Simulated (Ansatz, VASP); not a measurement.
**Two plane-wave programs on HfN**

File INCAR:

```
SYSTEM = HfN
ALGO = Normal ; EDIFF = 1E-6
ENCUT = 520 ; GGA = PE
ISIF = 2 ; ISMEAR = 0
LASPH = .TRUE. ; LCHARG = .TRUE.
LELF = .TRUE. ; LREAL = .FALSE.
LVHAR = .TRUE. ; LWAVE = .FALSE.
NBANDS = 14 ; NELM = 60
PREC = Accurate ; SIGMA = 0.15
```

KPOINTS

```
k-points
0
G
  18 18 18
  0 0 0
```

Contents of POSCAR:

```
HfN
1.0
    0.0000000000      2.2590000000      2.3493600000
    2.2590000000      0.0000000000      2.3493600000
    2.2590000000      2.2590000000      0.0000000000
Hf N
1 1
Direct
    0.0000000000      0.0000000000      0.0000000000
    0.5000000000      0.5000000000      0.5000000000
```

Input for Ansatz:

```yaml
crystal:
  lattice:
    - [0.0, 2.259, 2.34936]
    - [2.259, 0.0, 2.34936]
    - [2.259, 2.259, 0.0]
  atoms:
    - { symbol: Hf, position: [0.0, 0.0, 0.0] }
    - { symbol: "N", position: [0.5, 0.5, 0.5] }
basis:
  ecutwfc: 420
kpoints:
  mp_grid: { grid: [18, 18, 18] }
hamiltonian:
  xc: pbe
scf:
  occupations: { method: gaussian, width: 0.15 }
output:
  forces: true
  stress: true
  eigenvalues: true
```

Change from the starting cell: strain +0.000 along x and y, +0.040 along z, atoms carried along.

Alike in both runs: task single point; functional PBE; k mesh 18 × 18 × 18; occupations gaussian, width 0.15 eV; no spin polarisation.

```csv
,VASP,Ansatz
version,VASP 6.6.1,Ansatz 0.2.0
potentials or method,"VASP PAW PBE potentials, release 64 (Hf_pv, N), cutoff 520 eV","scalar-relativistic, plane waves, PAW"
valence electrons in the cell,15,31
```

|  | VASP | Ansatz | Ansatz less VASP |
| --- | --- | --- | --- |
| gap on the k mesh at the Fermi level (eV) | none | none | - |
| pressure (GPa) | -6.3 | -4.0 | +2.26 |
| traceless stress, the component that is largest in VASP (GPa) | -10.04 | -10.22 | -0.176 |

A gap of «none» marks a metal or a gap that the smearing closes. VASP's potentials hold 15 valence electrons a cell and Ansatz's 31, so a difference there can come from the potentials and not from the codes.

Neither program's run includes spin-orbit coupling.
